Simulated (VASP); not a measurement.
Here is a VASP 6.6.1 calculation.

POSCAR

```
Ge
1.0
    4.1155181624      0.0000000000      0.0000000000
   -2.0577590812      3.5641432784      0.0000000000
    0.0000000000      0.0000000000      6.7017516230
Ge
4
Direct
    0.6666666667      0.3333333333      0.0629814339
    0.3333333333      0.6666666667      0.5629814339
    0.6666666667      0.3333333333      0.4370185661
    0.3333333333      0.6666666667      0.9370185661
```

INCAR.step1

```
ALGO = Normal
EDIFF = 1E-4
ENCUT = 520
GGA = PE
ISMEAR = 0
LASPH = T
LCHARG = F
LREAL = F
LWAVE = T
NBANDS = 36
NELM = 80
PREC = Accurate
SIGMA = 0.03
```

INCAR.step2

```
ALGO = Normal
EDIFF = 1E-7
ENCUT = 520
ISIF = 2
ISMEAR = 0
ISTART = 1
LASPH = T
LCHARG = T
LELF = T
LMIXTAU = T
LREAL = F
LVHAR = T
LWAVE = F
METAGGA = R2SCAN
NBANDS = 36
NELM = 80
PREC = Accurate
SIGMA = 0.03
```

The input KPOINTS:

```
k-points
0
Gamma
  12 12 6
```

Potentials or basis: VASP PAW PBE potentials, release 64 (Ge_d).

The run is started by

```console
$ cat potpaw_PBE.64/Ge_d/POTCAR > POTCAR
$ cp INCAR.step1 INCAR
$ mpirun -np 1 vasp_std > vasp.out
$ cp INCAR.step2 INCAR
$ mpirun -np 1 vasp_std > vasp.out
```

(1) What does it give for the band gap on the k mesh?

(2) What does it give for the largest force?

(3) What does it give for the pressure?

Answers

(1) zero (filled and empty bands overlap).

(2) 0.121 eV/Å.

(3) -4.3 GPa.

Caveat: the cell differs from its parent crystal (strain +0.030 along x and y, +0.015 along z); the cell stands under tension; semilocal functionals underestimate gaps, and a narrow one can read as zero; the PAW data sets were made with another functional, which shifts forces and pressure a little.
